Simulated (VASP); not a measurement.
A run of VASP 6.6.1 is set up as follows.

The input INCAR:

```
SYSTEM = Sc
  ALGO = Fast
  EDIFF = 1E-6
  ENCUT = 520
  GGA = PS
  ISIF = 2
  ISMEAR = 0
  LASPH = .True.
  LCHARG = .False.
  LREAL = .False.
  LWAVE = .False.
  NBANDS = 18
  NELM = 80
  PREC = Accurate
  SIGMA = 0.15
```

KPOINTS

```
k-points
0
Gamma
  18 18 10
  0 0 0
```

POSCAR

```
Sc
1.0
    3.3584298657      0.0000000000      0.0000000000
   -1.6792149328      2.9084855806      0.0000000000
    0.0000000000      0.0000000000      5.1099600000
Sc
2
Direct
    0.3333333333      0.6666666667      0.2500000000
    0.6666666667      0.3333333333      0.7500000000
```

Potentials or basis: VASP PAW PBE potentials, release 64 (Sc_sv).

Command:

```bash
$ cat potpaw_PBE.64/Sc_sv/POTCAR > POTCAR
$ mpirun -np 1 vasp_std > vasp.out
```

Question: Estimate the pressure.

Answer: -2.8 GPa.

Question: Predict the band gap on the k mesh.

Answer: Zero (band 11 reaches 4.55 eV, above the bottom of band 12 at 2.98 eV).

Stress tensor (GPa, compression positive):
```
-3.38  0.00  0.00
 0.00 -3.38  0.00
 0.00  0.00 -1.77
```

Caveat: the cell differs from its parent crystal (strain +0.015 along x and y, -0.030 along z); the PAW data sets were made with another functional, which shifts forces and pressure a little.
